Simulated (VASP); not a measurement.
# SnO (Pmn2_1) in VASP: single point with PBEsol

Aim: the single point of SnO with PBEsol.

All numbers are computed with VASP 6.6.1; they aren't measurements. Logs are shortened: lines on timing, memory, paths and dates and some standing lists are left out, and cuts for length are marked.

## 1. The cell of the first run

Symmetry: Pmn2_1, No. 31, orthorhombic system. The conventional cell has a = 3.874 Å, b = 5.010 Å, c = 3.890 Å, α = 90.00°, β = 90.00°, γ = 90.00°. Within 2.6 Å of Sn (site symmetry m) lie 3 O at 1.98 to 2.22 Å. O (site symmetry m) has 3 Sn at 1.98 to 2.22 Å within 2.6 Å.

## 2. Single point, PBEsol (strained and its atoms moved)

INCAR reads:

```
PREC = Accurate
ENCUT = 520
EDIFF = 1E-7
ISMEAR = 0
SIGMA = 0.1
LREAL = False
LASPH = True
NELM = 60
ALGO = Normal
ISIF = 2
LWAVE = False
LCHARG = True
GGA = PS
LELF = True
LVHAR = True
NBANDS = 28
```

KPOINTS reads:

```
Automatic mesh
0
Gamma
  10 10 8
```

POSCAR reads:

```
SnO
1.0
    3.8899402600      0.0000000000      0.0000000000
    0.0000000000      3.8740859200      0.0000000000
    0.0000000000      0.0000000000      5.0103378000
Sn O
2 2
Direct
   -0.0581726251      0.5000000000      0.2272301058
    0.4418273749      0.0000000000      0.7727698942
    0.0581726251      0.0000000000      0.0321646302
    0.5581726251      0.5000000000     -0.0321646302
```

Potentials or basis: VASP PAW PBE potentials, release 64 (Sn_d, O).

Started as:

```sh
$ cat potpaw_PBE.64/Sn_d/POTCAR potpaw_PBE.64/O/POTCAR > POTCAR
$ mpirun -np 1 vasp_std > vasp.out
```

OUTCAR:

```text
PREC = Accurate
   ENCUT = 520
   EDIFF = 1E-7
   ISMEAR = 0
   LREAL = False
   LASPH = True
   NELM = 60
   ISIF = 2
   GGA = PS

 ion  position               nearest neighbor table
   1  0.942  0.500  0.227-   4 1.98   3 2.22   3 2.22   4 2.73   2 3.57   2 3.57   2 3.57   2 3.57

   2  0.442  0.000  0.773-   3 1.98   4 2.22   4 2.22   3 2.73   1 3.57   1 3.57   1 3.57   1 3.57

   3  0.058  0.000  0.032-   2 1.98   1 2.22   1 2.22   2 2.73
   4  0.558  0.500  0.968-   1 1.98   2 2.22   2 2.22   1 2.73

  LATTYP: Found a simple orthorhombic cell.
 ALAT       =     3.8740859200
 B/A-ratio  =     1.0040924079
 C/A-ratio  =     1.2932954776

  Lattice vectors:

 A1 = (   0.0000000000,  -3.8740859200,   0.0000000000)
 A2 = (   3.8899402600,   0.0000000000,   0.0000000000)
 A3 = (   0.0000000000,   0.0000000000,   5.0103378000)

Analysis of symmetry for initial positions (statically):
=====================================================================
 Subroutine PRICEL returns:
 Original cell was already a primitive cell.

 Routine SETGRP: Setting up the symmetry group for a
 simple orthorhombic supercell.

 Subroutine GETGRP returns: Found  4 space group operations
 (whereof  2 operations were pure point group operations)
 out of a pool of  8 trial point group operations.

The static configuration has the point symmetry C_1h.
 The point group associated with its full space group is C_2v.

Analysis of symmetry for dynamics (positions and initial velocities):
=====================================================================
 Subroutine PRICEL returns:
 Original cell was already a primitive cell.

 Routine SETGRP: Setting up the symmetry group for a
 simple orthorhombic supercell.

 Subroutine GETGRP returns: Found  4 space group operations
 (whereof  2 operations were pure point group operations)
 out of a pool of  8 trial point group operations.

The dynamic configuration has the point symmetry C_1h.
 The point group associated with its full space group is C_2v.

 Subroutine INISYM returns: Found  4 space group operations
 (whereof  2 operations are pure point group operations),
 and found     1 'primitive' translations

----------------------------------------------------------------------------------------

                                     Primitive cell

  volume of cell :      75.5056

  direct lattice vectors                    reciprocal lattice vectors
     3.889940260  0.000000000  0.000000000     0.257073357  0.000000000  0.000000000
     0.000000000  3.874085920  0.000000000     0.000000000  0.258125406  0.000000000
     0.000000000  0.000000000  5.010337800     0.000000000  0.000000000  0.199587341

  length of vectors
     3.889940260  3.874085920  5.010337800     0.257073357  0.258125406  0.199587341

  position of ions in fractional coordinates (direct lattice)
     0.941827375  0.500000000  0.227230106
     0.441827375  0.000000000  0.772769894
     0.058172625  0.000000000  0.032164630
     0.558172625  0.500000000  0.967835370

  ion indices of the primitive-cell ions
   primitive index   ion index
                 1           1
                 2           2
                 3           3
                 4           4

----------------------------------------------------------------------------------------

 KPOINTS: Automatic mesh

Automatic generation of k-mesh.
 Grid dimensions read from file:
 generate k-points for:   10   10    8

 Generating k-lattice:

  Cartesian coordinates                     Fractional coordinates (reciprocal lattice)
     0.025707336  0.000000000  0.000000000     0.100000000  0.000000000  0.000000000
     0.000000000  0.025812541  0.000000000     0.000000000  0.100000000  0.000000000
     0.000000000  0.000000000  0.024948418     0.000000000  0.000000000  0.125000000

  Length of vectors
     0.025707336  0.025812541  0.024948418

  Shift w.r.t. Gamma in fractional coordinates (k-lattice)
     0.000000000  0.000000000  0.000000000

 Subroutine IBZKPT returns following result:
 ===========================================

 Found    180 irreducible k-points:

 Following reciprocal coordinates:
            Coordinates               Weight
  0.000000  0.000000  0.000000      1.000000
  0.100000  0.000000  0.000000      2.000000
  0.200000  0.000000  0.000000      2.000000
  0.300000  0.000000  0.000000      2.000000
  0.400000  0.000000  0.000000      2.000000
  0.500000  0.000000  0.000000      1.000000
[... 16 lines left out ...]
  0.400000  0.300000  0.000000      4.000000
  0.500000  0.300000  0.000000      2.000000
 [... further k-points ...]
   k-points           NKPTS =    180   k-points in BZ     NKDIM =    180   number of bands    NBANDS=     28
   number of dos      NEDOS =    301   number of ions     NIONS =      4
   total plane-waves  NPLWV =  36000
   dimension x,y,z NGX =    30 NGY =   30 NGZ =   40
   dimension x,y,z NGXF=    60 NGYF=   60 NGZF=   80
   ions per type =               2   2
   NGX,Y,Z   is equivalent  to a cutoff of  12.82, 12.87, 13.27 a.u.
   NGXF,Y,Z  is equivalent  to a cutoff of  25.64, 25.75, 26.54 a.u.
 SYSTEM =  unknown system
   PREC   = accura    normal or accurate (medium, high low for compatibility)
   ISTART =      0    job   : 0-new  1-cont  2-samecut
   ICHARG =      2    charge: 1-file 2-atom 10-const
   ISPIN  =      1    spin polarized calculation?
   LNONCOLLINEAR =      F non collinear calculations
   LSORBIT =      F    spin-orbit coupling
   LASPH  =      T    aspherical Exc in radial PAW
   ENCUT  =  520.0 eV  38.22 Ry    6.18 a.u.   7.23  7.20  9.32*2*pi/ulx,y,z
   NELM   =     60;   NELMIN=  2; NELMDL= -5     # of ELM steps
   EDIFF  = 0.1E-06   stopping-criterion for ELM
   LREAL  =      F    real-space projection
   EDIFFG = 0.1E-05   stopping-criterion for IOM
   NSW    =      0    number of steps for IOM
   IBRION =     -1    ionic relax: 0-MD 1-quasi-New 2-CG
   NFREE  =      0    steps in history (QN), initial steepest desc. (CG)
   ISIF   =      2    stress and relaxation
   ISYM   =      2    0-nonsym 1-usesym 2-fastsym
   POTIM  = 0.5000    time-step for ionic-motion
   TEBEG  =    0.0;   TEEND  =   0.0 temperature during run
   PSTRESS=    0.0 pullay stress
   NELECT =      40.0000    total number of electrons
   NUPDOWN=      -1.0000    fix difference up-down
   EMIN   =  10.00;   EMAX   =-10.00  energy-range for DOS
   EFERMI =   0.00;   METHOD = LEGACY
   ISMEAR =     0;   SIGMA  =   0.10  broadening in eV -4-tet -1-fermi 0-gaus
   EFERMI_NEDOS =   21; number of points for ismear=-14 and -15
   IALGO  =     38    algorithm
   IMIX   =      4    mixing-type and parameters
     AMIX     =   0.40;   BMIX     =  1.00
     AMIX_MAG =   1.60;   BMIX_MAG =  1.00
  volume/ion in A,a.u.               =      18.88       127.38
  Fermi-wavevector in a.u.,A,eV,Ry     =   1.324652  2.503229 23.874179  1.754703
  Thomas-Fermi vector in A             =   2.454171
   LORBIT       =      0    0 simple, 1 ext, 2 COOP (PROOUT), +10 PAW based schemes
   GGA     = PS    functional components
   LHFCALC =     F    Hartree Fock is set to
   AEXX    =    0.0000 exact exchange contribution
   IVDW    =     0    specifies the selected vdW correction
   LEPSILON=     F    determine dielectric tensor
   LRPA    =     F    only Hartree local field effects (RPA)
 non-spin polarized calculation
 Gauss-broadening in eV      SIGMA  =   0.10
  energy-cutoff  :      520.00
  volume of cell :       75.51
 maximum number of plane-waves:      2066
 NGX is ok and might be reduce to    30
   NGX = 15   NGY = 15   NGZ = 19

 number of electron      40.0000010 magnetization

 Free energy of the ion-electron system (eV)
  ---------------------------------------------------
  ext. energy  EPLUGINS =         0.00000000
  ---------------------------------------------------
  free energy    TOTEN  =       -23.64378344 eV

  energy without entropy =      -23.64378344  energy(sigma->0) =      -23.64378344

 E-fermi :   6.3077     XC(G=0): -10.0557

 val. band max:        5.9147487808   @ k =   0.0000   0.1000   0.0000
 cond. band min:       6.6961992211   @ k =   0.5000   0.5000   0.0000
 fundamental gap:      0.7814504403
 Fermi energy:         6.3076510866

 k-point     1 :       0.0000    0.0000    0.0000
  band No.  band energies     occupation
      1     -15.8727      2.00000
      2     -15.4053      2.00000
      3     -15.3076      2.00000
      4     -15.2722      2.00000
      5     -15.2671      2.00000
      6     -15.2626      2.00000
[... 20 lines left out ...]
     27      12.6649      0.00000
     28      13.8333      0.00000

 k-point     2 :       0.1000    0.0000    0.0000
  band No.  band energies     occupation
      1     -15.8686      2.00000
      2     -15.4367      2.00000
      3     -15.3049      2.00000
      4     -15.2670      2.00000
      5     -15.2660      2.00000
      6     -15.2632      2.00000
[... 20 lines left out ...]
     27      13.4392      0.00000
     28      14.3629      0.00000

 k-point     3 :       0.2000    0.0000    0.0000
  band No.  band energies     occupation
      1     -15.8560      2.00000
      2     -15.5107      2.00000
      3     -15.2971      2.00000
      4     -15.2666      2.00000
      5     -15.2647      2.00000
      6     -15.2568      2.00000
[... 20 lines left out ...]
     27      13.6987      0.00000
     28      15.8575      0.00000

 k-point     4 :       0.3000    0.0000    0.0000
  band No.  band energies     occupation
      1     -15.8334      2.00000
      2     -15.5981      2.00000
      3     -15.2858      2.00000
      4     -15.2667      2.00000
      5     -15.2664      2.00000
      6     -15.2521      2.00000
[... 578 lines left out ...]
     27      13.8211      0.00000
     28      14.8086      0.00000

 k-point    23 :       0.4000    0.3000    0.0000
  band No.  band energies     occupation
      1     -15.8044      2.00000
      2     -15.7426      2.00000
      3     -15.2509      2.00000
      4     -15.2468      2.00000
      5     -15.2425      2.00000
      6     -15.2301      2.00000
[... 20 lines left out ...]
     27      13.6805      0.00000
     28      14.3599      0.00000

 k-point    24 :       0.5000    0.3000    0.0000
  band No.  band energies     occupation
      1     -15.7799      2.00000
      2     -15.7799      2.00000
      3     -15.2488      2.00000
      4     -15.2488      2.00000
      5     -15.2352      2.00000
      6     -15.2352      2.00000
[... 20 lines left out ...]
     27      13.9409      0.00000
     28      13.9409      0.00000

 [... further k-points ...]

------------------------ aborting loop because EDIFF is reached ----------------------------------------

  FORCE on cell =-STRESS in cart. coord.  units (eV):
  Direction    XX          YY          ZZ          XY          YZ          ZX
  --------------------------------------------------------------------------------------
  -------------------------------------------------------------------------------------
  Total        2.6588673     -0.3432963      2.2673101      0.0000000      0.0000000      0.0000000
  in kB       56.4193465     -7.2845124     48.1107721      0.0000000      0.0000000      0.0000000
  external PRESSURE =      32.4152020 kB  Pullay stress =       0.0000000 kB

 VOLUME and BASIS-vectors are now :
 -----------------------------------------------------------------------------
  energy-cutoff  :      520.00
  volume of cell :       75.51
      direct lattice vectors                 reciprocal lattice vectors
     3.889940260  0.000000000  0.000000000     0.257073357  0.000000000  0.000000000
     0.000000000  3.874085920  0.000000000     0.000000000  0.258125406  0.000000000
     0.000000000  0.000000000  5.010337800     0.000000000  0.000000000  0.199587341

 POSITION                                       TOTAL-FORCE (eV/Angst)
 -----------------------------------------------------------------------------------
      3.66365      1.93704      1.13850         1.290216      0.000000      1.264294
      1.71868      0.00000      3.87184         1.290216      0.000000     -1.264294
      0.22629      0.00000      0.16116        -1.290216      0.000000      0.594696
      2.17126      1.93704      4.84918        -1.290216      0.000000     -0.594696
 -----------------------------------------------------------------------------------
    total drift:                                0.000007      0.000000     -0.000000

  FREE ENERGIE OF THE ION-ELECTRON SYSTEM (eV)
  ---------------------------------------------------
  free  energy   TOTEN  =       -23.6437834401 eV

  energy  without entropy=      -23.6437834400  energy(sigma->0) =      -23.64378344
```

Wall time 4.5 min (1 thread of Intel Xeon Platinum 8488C (Sapphire Rapids), shared host); peak memory 0.41 GiB.

What came out:

```yaml
Free_energy: -23.6438 eV
Pressure: 3.2 GPa
Largest_force: 1.806 eV/Å
Band_gap_on_the_k_mesh: 0.78 eV (least direct gap 1.95 eV)
```

Forces in eV/Å, atoms in the order of the input:
```
Sn   1.290  0.000  1.264
Sn   1.290  0.000 -1.264
O   -1.290  0.000  0.595
O   -1.290  0.000 -0.595
```

Levels at points of the mesh, in eV from the valence-band top:
```csv
k point,band 17,band 18,band 19,band 20,band 21,band 22,band 23,band 24
"(0.00, 0.00, 0.00)",-3.84,-3.24,-2.46,-0.02,2.02,2.95,5.25,5.77
"(0.50, 0.00, 0.00)",-4.61,-4.61,-2.26,-2.26,2.52,2.52,5.93,5.93
"(0.00, 0.50, 0.00)",-3.62,-3.62,-2.24,-2.24,3.46,3.46,5.05,5.05
"(0.50, 0.50, 0.00)",-2.55,-2.55,-1.55,-1.55,0.78,0.78,4.25,4.25
"(0.00, 0.00, 0.50)",-3.27,-3.15,-2.47,-1.80,1.61,3.21,3.57,4.29
"(0.50, 0.00, 0.50)",-4.72,-4.72,-1.38,-1.38,2.18,2.18,5.95,5.95
"(0.00, 0.50, 0.50)",-3.88,-3.88,-1.51,-1.51,2.70,2.70,4.96,4.96
"(0.50, 0.50, 0.50)",-2.88,-2.88,-1.70,-1.70,2.46,2.46,4.11,4.11
```

Caveat: the cell differs from its parent crystal (strained and its atoms moved); the cell stands under pressure; the PAW data sets were made with another functional, which shifts forces and pressure a little; spin-orbit coupling is left out, which moves the levels of the heavy elements. A k mesh can miss the band edges.
